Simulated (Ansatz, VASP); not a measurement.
## Hf: VASP beside Ansatz

```xyz
2
Lattice="3.2050 0.0000 0.0000 -1.6025 2.7756 0.0000 0.0000 0.0000 5.0666" Properties=species:S:1:pos:R:3 pbc="T T T"
Hf    0.0000    1.8504    1.2666
Hf    1.6025    0.9252    3.7999
```

Alike in both runs: functional PBE; k mesh 15 × 15 × 8; occupations gaussian, width 0.1 eV; no spin polarisation.

Ansatz relaxed the structure, and its values are those at the end. VASP's run is a single point on that final structure, the one shown.

|  | VASP | Ansatz |
| --- | --- | --- |
| version | VASP 6.6.1 | Ansatz 0.2.0 |
| potentials or method | VASP PAW PBE potentials, release 64 (Hf_pv), cutoff 500 eV | scalar-relativistic, plane waves, PAW |
| valence electrons in the cell | 20 | 52 |

```tsv
	VASP	Ansatz	Ansatz less VASP
gap on the k mesh at the Fermi level (eV)	none	none	-
pressure (GPa)	-0.4	0.0	+0.44
```

A gap of «none» marks a metal or a gap that the smearing closes. VASP's potentials hold 20 valence electrons a cell and Ansatz's 52, so a difference there can come from the potentials and not from the codes. Ansatz's warnings: eigensolver not converged.

Spin-orbit coupling is off throughout.
